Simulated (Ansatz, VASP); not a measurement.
**C: VASP beside Ansatz**

POSCAR

```
C
1.0
    0.0927056575      1.8309367356      1.8309367356
    1.8309367356      0.0927056575      1.8309367356
    1.8309367356      1.8309367356      0.0927056575
C
2
Direct
    0.5000000000      0.5000000000      0.5000000000
    0.7500000000      0.7500000000      0.7500000000
```

Contents of INCAR.step1:

```
PREC = Accurate
ENCUT = 520
ISMEAR = 0
SIGMA = 0.05
LREAL = F
LASPH = T
NELM = 60
NBANDS = 11
GGA = PE
ALGO = Normal
EDIFF = 1E-4
LWAVE = T
LCHARG = F
```

The input INCAR.step2:

```
PREC = Accurate
ENCUT = 520
EDIFF = 1E-6
ISMEAR = 0
SIGMA = 0.05
LREAL = F
LASPH = T
NELM = 60
ALGO = Normal
ISIF = 2
LWAVE = F
LCHARG = F
METAGGA = R2SCAN
LMIXTAU = T
NBANDS = 11
ISTART = 1
```

KPOINTS

```
regular mesh
0
Gamma
  12 12 12
```

Input for Ansatz:

```yaml
crystal:
  lattice:
    - [0.0927056575, 1.8309367356, 1.8309367356]
    - [1.8309367356, 0.0927056575, 1.8309367356]
    - [1.8309367356, 1.8309367356, 0.0927056575]
  atoms:
    - { symbol: C, position: [0.5, 0.5, 0.5] }
    - { symbol: C, position: [0.75, 0.75, 0.75] }
basis:
  ecutwfc: 500
kpoints:
  mp_grid: { grid: [12, 12, 12] }
hamiltonian:
  xc: r2scan
scf:
  occupations: { method: gaussian, width: 0.05 }
output:
  forces: true
  stress: true
  eigenvalues: true
```

Alike in both runs: task single point; functional r2SCAN; k mesh 12 × 12 × 12; occupations gaussian, width 0.05 eV; no spin polarisation.

|  | VASP | Ansatz |
| --- | --- | --- |
| version | VASP 6.6.1 | Ansatz 0.2.0 |
| potentials or method | VASP PAW PBE potentials, release 64 (C), cutoff 520 eV | scalar-relativistic, plane waves, PAW |
| valence electrons in the cell | 8 | 8 |

```csv
,VASP,Ansatz,Ansatz less VASP
gap on the k mesh at the Fermi level (eV),3.88,3.92,+0.038
least direct gap on the mesh (eV),3.88,3.92,+0.038
pressure (GPa),1.9,0.8,-1.14
"traceless stress, the component that is largest in VASP (GPa)",-28.72,-28.55,+0.171
rms of the force components (eV/Å),0.076,0.093,+0.0173
```

VASP's potentials were made for PBE, not for r2SCAN. Atom by atom the forces differ by 0.017 eV/Å (rms over components).
